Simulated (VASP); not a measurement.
# Zn (P6_3/mmc) in VASP: notebook

Runs on Zn. Level: LDA. Tasks: single point, relaxation of cell and atoms.

Program: VASP 6.6.1. These are calculated values, not measurements. Logs are shortened: lines on timing, memory, paths and dates and some standing lists are left out, and cuts for length are marked.

## 1. The cell of the first run

It takes space group P6_3/mmc (No. 194, hexagonal). Conventional cell: a = 2.593 Å, b = 2.593 Å, c = 4.614 Å, α = 90.00°, β = 90.00°, γ = 120.00°. Zn (site symmetry -6m2) has 12 Zn at 2.59 to 2.75 Å within 3.4 Å.

## 2. Single point, LDA

Contents of INCAR:

```
ALGO     = Normal         # electronic algorithm
EDIFF    = 1E-7           # SCF threshold, eV
ENCUT    = 520            # plane-wave cutoff, eV
ISIF     = 2              # what is computed and relaxed
ISMEAR   = 0              # smearing method
LASPH    = True           # aspherical terms in the spheres
LCHARG   = False          # write CHGCAR
LREAL    = False          # projectors in reciprocal space
LWAVE    = False          # write WAVECAR
NBANDS   = 19             # bands
NELM     = 80             # most SCF steps
PREC     = Accurate       # precision mode
SIGMA    = 0.1            # smearing width, eV
```

Contents of KPOINTS:

```
k-points
0
Gamma
  9 9 4
```

Contents of POSCAR:

```
Zn
1.0
    2.5934087808      0.0000000000      0.0000000000
   -1.2967043904      2.2459578866      0.0000000000
    0.0000000000      0.0000000000      4.6142294969
Zn
2
Direct
    0.3333333333      0.6666666667      0.2500000000
    0.6666666667      0.3333333333      0.7500000000
```

Potentials or basis: VASP PAW LDA potentials, release 64 (Zn).

On the command line:

```sh
> cat potpaw_LDA.64/Zn/POTCAR > POTCAR
> mpirun -np 1 vasp_std > vasp.out
```

OUTCAR:

```text
EDIFF = 1E-7
   ENCUT = 520
   ISIF = 2
   ISMEAR = 0
   LASPH = True
   LREAL = False
   NELM = 80
   PREC = Accurate

 ion  position               nearest neighbor table
   1  0.333  0.667  0.250-   2 2.75   2 2.75   2 2.75   2 2.75   2 2.75   2 2.75
   2  0.667  0.333  0.750-   1 2.75   1 2.75   1 2.75   1 2.75   1 2.75   1 2.75

  LATTYP: Found a hexagonal cell.
 ALAT       =     2.5934087808
 C/A-ratio  =     1.7792141104

  Lattice vectors:

 A1 = (   2.5934087808,   0.0000000000,   0.0000000000)
 A2 = (  -1.2967043904,   2.2459578866,   0.0000000000)
 A3 = (   0.0000000000,   0.0000000000,   4.6142294969)

Analysis of symmetry for initial positions (statically):
=====================================================================
 Subroutine PRICEL returns:
 Original cell was already a primitive cell.

 Routine SETGRP: Setting up the symmetry group for a
 hexagonal supercell.

 Subroutine GETGRP returns: Found 24 space group operations
 (whereof 12 operations were pure point group operations)
 out of a pool of 24 trial point group operations.

The static configuration has the point symmetry D_3d.
 The point group associated with its full space group is D_6h.

Analysis of symmetry for dynamics (positions and initial velocities):
=====================================================================
 Subroutine PRICEL returns:
 Original cell was already a primitive cell.

 Routine SETGRP: Setting up the symmetry group for a
 hexagonal supercell.

 Subroutine GETGRP returns: Found 24 space group operations
 (whereof 12 operations were pure point group operations)
 out of a pool of 24 trial point group operations.

The dynamic configuration has the point symmetry D_3d.
 The point group associated with its full space group is D_6h.

 Subroutine INISYM returns: Found 24 space group operations
 (whereof 12 operations are pure point group operations),
 and found     1 'primitive' translations

----------------------------------------------------------------------------------------

                                     Primitive cell

  volume of cell :      26.8764

  direct lattice vectors                    reciprocal lattice vectors
     2.593408781  0.000000000  0.000000000     0.385592895  0.222622162  0.000000000
    -1.296704390  2.245957887  0.000000000     0.000000000  0.445244324  0.000000000
     0.000000000  0.000000000  4.614229497     0.000000000  0.000000000  0.216720907

  length of vectors
     2.593408781  2.593408781  4.614229497     0.445244324  0.445244324  0.216720907

  position of ions in fractional coordinates (direct lattice)
     0.333333333  0.666666667  0.250000000
     0.666666667  0.333333333  0.750000000

  ion indices of the primitive-cell ions
   primitive index   ion index
                 1           1
                 2           2

----------------------------------------------------------------------------------------

 KPOINTS: k-points

Automatic generation of k-mesh.
 Grid dimensions read from file:
 generate k-points for:    9    9    4

 Generating k-lattice:

  Cartesian coordinates                     Fractional coordinates (reciprocal lattice)
     0.042843655  0.024735796  0.000000000     0.111111111  0.000000000  0.000000000
     0.000000000  0.049471592  0.000000000     0.000000000  0.111111111  0.000000000
     0.000000000  0.000000000  0.054180227     0.000000000  0.000000000  0.250000000

  Length of vectors
     0.049471592  0.049471592  0.054180227

  Shift w.r.t. Gamma in fractional coordinates (k-lattice)
     0.000000000  0.000000000  0.000000000

 Subroutine IBZKPT returns following result:
 ===========================================

 Found     36 irreducible k-points:

 Following reciprocal coordinates:
            Coordinates               Weight
  0.000000  0.000000  0.000000      1.000000
  0.111111 -0.000000  0.000000      6.000000
  0.222222 -0.000000  0.000000      6.000000
  0.333333  0.000000  0.000000      6.000000
  0.444444 -0.000000  0.000000      6.000000
  0.111111  0.111111  0.000000      6.000000
[... 16 lines left out ...]
  0.333333  0.222222  0.250000     24.000000
  0.333333  0.333333  0.250000      4.000000
 [... further k-points ...]
   k-points           NKPTS =     36   k-points in BZ     NKDIM =     36   number of bands    NBANDS=     19
   number of dos      NEDOS =    301   number of ions     NIONS =      2
   total plane-waves  NPLWV =  14400
   dimension x,y,z NGX =    20 NGY =   20 NGZ =   36
   dimension x,y,z NGXF=    40 NGYF=   40 NGZF=   72
   ions per type =               2
   NGX,Y,Z   is equivalent  to a cutoff of  12.82, 12.82, 12.97 a.u.
   NGXF,Y,Z  is equivalent  to a cutoff of  25.64, 25.64, 25.94 a.u.
 SYSTEM =  unknown system
   PREC   = accura    normal or accurate (medium, high low for compatibility)
   ISTART =      0    job   : 0-new  1-cont  2-samecut
   ICHARG =      2    charge: 1-file 2-atom 10-const
   ISPIN  =      1    spin polarized calculation?
   LNONCOLLINEAR =      F non collinear calculations
   LSORBIT =      F    spin-orbit coupling
   LASPH  =      T    aspherical Exc in radial PAW
   ENCUT  =  520.0 eV  38.22 Ry    6.18 a.u.   4.82  4.82  8.58*2*pi/ulx,y,z
   NELM   =     80;   NELMIN=  2; NELMDL= -5     # of ELM steps
   EDIFF  = 0.1E-06   stopping-criterion for ELM
   LREAL  =      F    real-space projection
   EDIFFG = 0.1E-05   stopping-criterion for IOM
   NSW    =      0    number of steps for IOM
   IBRION =     -1    ionic relax: 0-MD 1-quasi-New 2-CG
   NFREE  =      0    steps in history (QN), initial steepest desc. (CG)
   ISIF   =      2    stress and relaxation
   ISYM   =      2    0-nonsym 1-usesym 2-fastsym
   POTIM  = 0.5000    time-step for ionic-motion
   TEBEG  =    0.0;   TEEND  =   0.0 temperature during run
   PSTRESS=    0.0 pullay stress
   NELECT =      24.0000    total number of electrons
   NUPDOWN=      -1.0000    fix difference up-down
   EMIN   =  10.00;   EMAX   =-10.00  energy-range for DOS
   EFERMI =   0.00;   METHOD = LEGACY
   ISMEAR =     0;   SIGMA  =   0.10  broadening in eV -4-tet -1-fermi 0-gaus
   EFERMI_NEDOS =   21; number of points for ismear=-14 and -15
   IALGO  =     38    algorithm
   IMIX   =      4    mixing-type and parameters
     AMIX     =   0.40;   BMIX     =  1.00
     AMIX_MAG =   1.60;   BMIX_MAG =  1.00
  volume/ion in A,a.u.               =      13.44        90.69
  Fermi-wavevector in a.u.,A,eV,Ry     =   1.576478  2.979112 33.814338  2.485284
  Thomas-Fermi vector in A             =   2.677305
   LORBIT       =      0    0 simple, 1 ext, 2 COOP (PROOUT), +10 PAW based schemes
   GGA     = CA    functional components
   LHFCALC =     F    Hartree Fock is set to
   AEXX    =    0.0000 exact exchange contribution
   IVDW    =     0    specifies the selected vdW correction
   LEPSILON=     F    determine dielectric tensor
   LRPA    =     F    only Hartree local field effects (RPA)
 non-spin polarized calculation
 Gauss-broadening in eV      SIGMA  =   0.10
  energy-cutoff  :      520.00
  volume of cell :       26.88
 maximum number of plane-waves:       733
 NGX is ok and might be reduce to    20
   NGX =  9   NGY =  9   NGZ = 17

 number of electron      23.9999991 magnetization

 Free energy of the ion-electron system (eV)
  ---------------------------------------------------
  ext. energy  EPLUGINS =         0.00000000
  ---------------------------------------------------
  free energy    TOTEN  =        -3.72447741 eV

  energy without entropy =       -3.71963732  energy(sigma->0) =       -3.72205737

 E-fermi :   3.9265     XC(G=0): -12.5674

 val. band max:        3.9216132102   @ k =   0.3333   0.3333   0.2500
 cond. band min:       4.1531490314   @ k =   0.3333   0.3333   0.2500
 fundamental gap:      0.2315358212
 Fermi energy:         3.9265054546

 k-point     1 :       0.0000    0.0000    0.0000
  band No.  band energies     occupation
      1      -7.5979      2.00000
      2      -5.3658      2.00000
      3      -4.4788      2.00000
      4      -4.2629      2.00000
      5      -4.2629      2.00000
      6      -4.1850      2.00000
[... 11 lines left out ...]
     18      23.6881      0.00000
     19      23.6881      0.00000

 k-point     2 :       0.1111   -0.0000    0.0000
  band No.  band energies     occupation
      1      -7.2153      2.00000
      2      -5.2037      2.00000
      3      -4.4629      2.00000
      4      -4.2819      2.00000
      5      -4.2172      2.00000
      6      -4.1643      2.00000
[... 11 lines left out ...]
     18      23.3279      0.00000
     19      24.4958      0.00000

 k-point     3 :       0.2222   -0.0000    0.0000
  band No.  band energies     occupation
      1      -6.1591      2.00000
      2      -4.9373      2.00000
      3      -4.4381      2.00000
      4      -4.3500      2.00000
      5      -4.3416      2.00000
      6      -4.0405      2.00000
[... 11 lines left out ...]
     18      20.2043      0.00000
     19      22.1743      0.00000

 k-point     4 :       0.3333    0.0000    0.0000
  band No.  band energies     occupation
      1      -5.2046      2.00000
      2      -4.9891      2.00000
      3      -4.7049      2.00000
      4      -4.2540      2.00000
      5      -4.1297      2.00000
      6      -4.0883      2.00000
[... 11 lines left out ...]
     18      19.2772      0.00000
     19      21.6773      0.00000

 k-point     5 :       0.4444   -0.0000    0.0000
  band No.  band energies     occupation
      1      -5.1446      2.00000
      2      -5.0499      2.00000
      3      -4.8863      2.00000
      4      -4.2280      2.00000
      5      -4.1483      2.00000
      6      -4.1128      2.00000
[... 11 lines left out ...]
     18      18.8311      0.00000
     19      20.6536      0.00000

 k-point     6 :       0.1111    0.1111    0.0000
  band No.  band energies     occupation
      1      -6.4850      2.00000
      2      -4.9553      2.00000
      3      -4.5084      2.00000
      4      -4.2921      2.00000
      5      -4.2329      2.00000
      6      -4.2061      2.00000
[... 11 lines left out ...]
     18      21.4321      0.00000
     19      22.3898      0.00000

 k-point     7 :       0.2222    0.1111    0.0000
  band No.  band energies     occupation
      1      -5.3299      2.00000
      2      -4.8263      2.00000
      3      -4.5634      2.00000
      4      -4.4560      2.00000
      5      -4.3106      2.00000
      6      -4.1775      2.00000
[... 11 lines left out ...]
     18      19.5491      0.00000
     19      20.2558      0.00000

 k-point     8 :       0.3333    0.1111    0.0000
  band No.  band energies     occupation
      1      -4.9924      2.00000
      2      -4.9171      2.00000
      3      -4.7988      2.00000
      4      -4.2443      2.00000
      5      -4.1581      2.00000
      6      -4.1113      2.00000
[... 256 lines left out ...]
 k-point    20 :       0.3333    0.1111    0.2500
  band No.  band energies     occupation
      1      -5.0490      2.00000
      2      -4.9307      2.00000
      3      -4.6546      2.00000
      4      -4.5692      2.00000
      5      -4.1667      2.00000
      6      -3.9663      2.00000
[... 11 lines left out ...]
     18      16.1496      0.00000
     19      20.6328      0.00000

 k-point    21 :       0.4444    0.1111    0.2500
  band No.  band energies     occupation
      1      -5.0885      2.00000
      2      -5.0062      2.00000
      3      -4.6903      2.00000
      4      -4.5712      2.00000
      5      -4.1939      2.00000
      6      -3.8758      2.00000
[... 11 lines left out ...]
     18      15.4760      0.00000
     19      21.5814      0.00000

 k-point    22 :       0.2222    0.2222    0.2500
  band No.  band energies     occupation
      1      -4.7950      2.00000
      2      -4.7432      2.00000
      3      -4.6325      2.00000
      4      -4.4916      2.00000
      5      -4.2722      2.00000
      6      -4.1414      2.00000
[... 11 lines left out ...]
     18      17.6528      0.00000
     19      19.4849      0.00000

 k-point    23 :       0.3333    0.2222    0.2500
  band No.  band energies     occupation
      1      -4.8614      2.00000
      2      -4.7102      2.00000
      3      -4.5840      2.00000
      4      -4.4722      2.00000
      5      -4.3546      2.00000
      6      -4.0227      2.00000
[... 11 lines left out ...]
     18      15.1109      0.00000
     19      18.3218      0.00000

 k-point    24 :       0.3333    0.3333    0.2500
  band No.  band energies     occupation
      1      -4.6800      2.00000
      2      -4.6037      2.00000
      3      -4.6037      2.00000
      4      -4.4132      2.00000
      5      -4.2660      2.00000
      6      -4.2660      2.00000
[... 11 lines left out ...]
     18      14.4377      0.00000
     19      15.6384      0.00000

 [... further k-points ...]

------------------------ aborting loop because EDIFF is reached ----------------------------------------

  FORCE on cell =-STRESS in cart. coord.  units (eV):
  Direction    XX          YY          ZZ          XY          YZ          ZX
  --------------------------------------------------------------------------------------
  -------------------------------------------------------------------------------------
  Total        0.1384237      0.1384237      0.1133141     -0.0000000      0.0000000      0.0000000
  in kB        8.2518094      8.2518094      6.7549582     -0.0000000      0.0000000      0.0000000
  external PRESSURE =       7.7528590 kB  Pullay stress =       0.0000000 kB

 VOLUME and BASIS-vectors are now :
 -----------------------------------------------------------------------------
  energy-cutoff  :      520.00
  volume of cell :       26.88
      direct lattice vectors                 reciprocal lattice vectors
     2.593408781  0.000000000  0.000000000     0.385592895  0.222622162  0.000000000
    -1.296704390  2.245957887  0.000000000     0.000000000  0.445244324  0.000000000
     0.000000000  0.000000000  4.614229497     0.000000000  0.000000000  0.216720907

 POSITION                                       TOTAL-FORCE (eV/Angst)
 -----------------------------------------------------------------------------------
     -0.00000      1.49731      1.15356        -0.000000      0.000000      0.000000
      1.29670      0.74865      3.46067         0.000000      0.000000      0.000000
 -----------------------------------------------------------------------------------
    total drift:                                0.000000     -0.000000      0.000000

  FREE ENERGIE OF THE ION-ELECTRON SYSTEM (eV)
  ---------------------------------------------------
  free  energy   TOTEN  =        -3.7244774090 eV

  energy  without entropy=       -3.7196373218  energy(sigma->0) =       -3.72205737
```

It took 12 s on 1 thread of Intel Xeon Platinum 8488C (Sapphire Rapids), shared host; peak memory 0.13 GiB.

Results:

```
Free energy            : -3.7245 eV
Pressure               : 0.8 GPa
Band gap on the k mesh : zero (band 12 reaches 4.63 eV, above the bottom of band 13 at 1.38 eV)
```

## 3. Relaxation of cell and atoms, LDA

This run uses another cell than the first one, of 15.33 Å³/atom, 1.141 times its volume.

Contents of INCAR:

```
SYSTEM = Zn
ALGO = Normal
EDIFF = 1E-6
EDIFFG = -0.02
ENCUT = 600
GGA = CA
IBRION = 2
ISIF = 3
ISMEAR = 0
LASPH = .True.
LCHARG = .False.
LREAL = .False.
LWAVE = .False.
NELM = 60
NSW = 80
PREC = Accurate
SIGMA = 0.1
```

Contents of KPOINTS:

```
k-points
0
Gamma
  9 9 4
  0 0 0
```

Contents of POSCAR:

```
Zn
1.0
    2.6700000000      0.0000000000      0.0000000000
   -1.3350000000      2.3122878281      0.0000000000
    0.0000000000      0.0000000000      4.9660000000
Zn
2
Direct
    0.3333333333      0.6666666667      0.2500000000
    0.6666666667      0.3333333333      0.7500000000
```

Potentials or basis: VASP PAW LDA potentials, release 64 (Zn).

On the command line:

```sh
> cat potpaw_LDA.64/Zn/POTCAR > POTCAR
> mpirun -np 1 vasp_std > vasp.out
```

Wall time 94 s (1 thread of Intel Xeon Platinum 8488C (Sapphire Rapids), shared host); peak memory 0.15 GiB.

It converged, with:

| Item | Value |
| --- | --- |
| Free energy | -3.7263 eV |
| Relaxed volume | 13.52 Å³/atom |
| Relaxed cell | a = 2.600 Å, b = 2.600 Å, c = 4.619 Å, α = 90.00°, β = 90.00°, γ = 120.00° |
| Space group after relaxing (to 0.05 Å) | P6_3/mmc (No. 194) |
| Energy gained by relaxing | 61.4 meV/atom |
| Ionic steps | 12 |
| Pressure after relaxing | 0.1 GPa |
| Band gap on the k mesh | zero (band 12 reaches 4.59 eV, above the bottom of band 13 at 1.34 eV) |

Stress tensor (GPa, compression positive):
```
0.01 0.00 0.00
0.00 0.01 0.00
0.00 0.00 0.22
```

Step by step:
| step | energy change (eV) | largest force (eV/Å) | pressure (GPa) | volume (Å³) |
| --- | --- | --- | --- | --- |
| 1 | 0.0000 | 0.0000 | -8.60 | 30.66 |
| 2 | -0.1048 | 0.0000 | 0.72 | 27.15 |
| 3 | -0.1053 | 0.0000 | -0.03 | 27.34 |
| 4 | -0.1052 | 0.0000 | -0.30 | 27.40 |
| 5 | -0.1067 | 0.0000 | -0.52 | 27.36 |
| 6 | -0.1153 | 0.0000 | -0.30 | 27.21 |
| 7 | -0.1212 | 0.0000 | 0.45 | 26.90 |
| 8 | -0.1227 | 0.0000 | 0.23 | 27.00 |
| 9 | -0.1227 | 0.0000 | 0.39 | 26.99 |
| 10 | -0.1218 | 0.0000 | -0.79 | 27.25 |
| 11 | -0.1227 | 0.0000 | 0.07 | 27.04 |
| 12 | -0.1227 | 0.0000 | 0.08 | 27.03 |

Final structure:
```xyz
2
Lattice="2.5997 0.0000 0.0000 -1.2998 2.2514 0.0000 0.0000 0.0000 4.6190" Properties=species:S:1:pos:R:3 pbc="T T T"
Zn    0.0000    1.5009    1.1547
Zn    1.2998    0.7505    3.4642
```

Levels at points of the mesh, in eV from the Fermi level:
```csv
k point,band 9,band 10,band 11,band 12,band 13,band 14,band 15,band 16
"(0.00, 0.00, 0.00)",-7.76,-7.44,-7.44,-4.07,-2.53,16.20,17.84,17.84
"(0.00, 0.00, 0.50)",-7.56,-7.56,-7.56,-7.56,5.81,5.81,19.37,19.37
```

Caveat: the volume moved by -12 % from the deposited cell, more than functionals usually miss.
